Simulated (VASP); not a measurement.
Runs of VASP 6.6.1 on TaN. The structure is that of space group P-62m (No. 189), or close to it. The cells are those of the table. 

| task | cell | gap on the mesh (eV) | pressure (GPa) | largest force (eV/Å) |
| --- | --- | --- | --- | --- |
| single point | a = 5.248, b = 5.248, c = 2.911 Å, angles 90.0, 90.0, 120.0°, 6 atoms | none | -9.0 | 0.12 |
| single point | a = 5.196, b = 5.174, c = 2.911 Å, angles 89.8, 89.4, 119.6°, 6 atoms | none | -2.9 | 0.13 |
| single point | a = 5.196, b = 5.196, c = 2.998 Å, angles 90.0, 90.0, 120.0°, 6 atoms | none | (a) | 0.04 |
| single point | a = 5.196, b = 5.196, c = 2.940 Å, angles 90.0, 90.0, 120.0°, 6 atoms | none | (b) | 0.05 |
| electric field gradients | a = 5.248, b = 5.248, c = 2.911 Å, angles 90.0, 90.0, 120.0°, 6 atoms | none | -9.0 | 0.12 |
| electric field gradients | a = 5.196, b = 5.174, c = 2.911 Å, angles 89.8, 89.4, 119.6°, 6 atoms | none | -2.9 | 0.13 |
| electric field gradients | a = 5.196, b = 5.219, c = 2.911 Å, angles 90.2, 90.6, 120.4°, 6 atoms | none | -2.9 | 0.14 |

Alike in all rows: level PBEsol; potentials or basis VASP PAW PBE potentials, release 64 (Ta_pv, N); no spin polarisation; k mesh 6 × 6 × 9; cutoff (eV) 520; smearing fermi-dirac 0.01 eV.

Question: Fill in the values left out.

Answer: (a) -12.0; (b) -6.2.

Caveats: the PAW data sets were made with another functional, which shifts forces and pressure a little; spin-orbit coupling is left out, which moves the levels of the heavy elements.

A k mesh can miss the band edges, and the runs leave out spin-orbit coupling on Ta.

A gap of «none» marks levels without a gap at the run's occupations.
